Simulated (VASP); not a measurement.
Wanted: the native input for a VASP 6.6.1 run.

```
Task                   : single point
Functional             : revPBE
Potentials or basis    : VASP PAW PBE potentials, release 64 (Be)
Cutoff                 : 520 eV
k mesh                 : 14 × 14 × 8
Occupations            : fermi-dirac, width 0.15 eV
Spin                   : no spin polarisation
Dipole correction      : no
Further INCAR settings : ALGO = Normal; EDIFF = 1e-07; NBANDS = 9
```

The structure of Be lies in POSCAR:

```
Be
1.0
    2.2853000000      0.0000000000      0.0000000000
   -1.1426500000      1.9791300000      0.0000000000
    0.0000000000      0.0000000000      3.5842000000
Be
2
Direct
    0.3333333333      0.6666666667      0.2500000000
    0.6666666667      0.3333333333      0.7500000000
```

The input as run:

INCAR

```
SYSTEM = Be
  ALGO = Normal
  EDIFF = 1E-7
  ENCUT = 520
  GGA = RE
  ISIF = 2
  ISMEAR = -1
  LASPH = .TRUE.
  LCHARG = .FALSE.
  LREAL = .FALSE.
  LWAVE = .FALSE.
  NBANDS = 9
  NELM = 80
  PREC = Accurate
  SIGMA = 0.15
```

KPOINTS

```
k-points
0
G
  14 14 8
  0 0 0
```

Potentials or basis: VASP PAW PBE potentials, release 64 (Be).

Command:

```sh
$ cat potpaw_PBE.64/Be/POTCAR > POTCAR
$ mpirun -np 1 vasp_std > vasp.out
```

It gave:

```json
{"Pressure": "-0.2 GPa", "Band gap on the k mesh": "zero (band 2 reaches 7.60 eV, above the bottom of band 3 at 6.84 eV)"}
```

Caveat: the PAW data sets were made with another functional, which shifts forces and pressure a little.

It took 34 s on 1 thread of AMD EPYC 7R13 (shared host), peak memory 0.1 GiB.
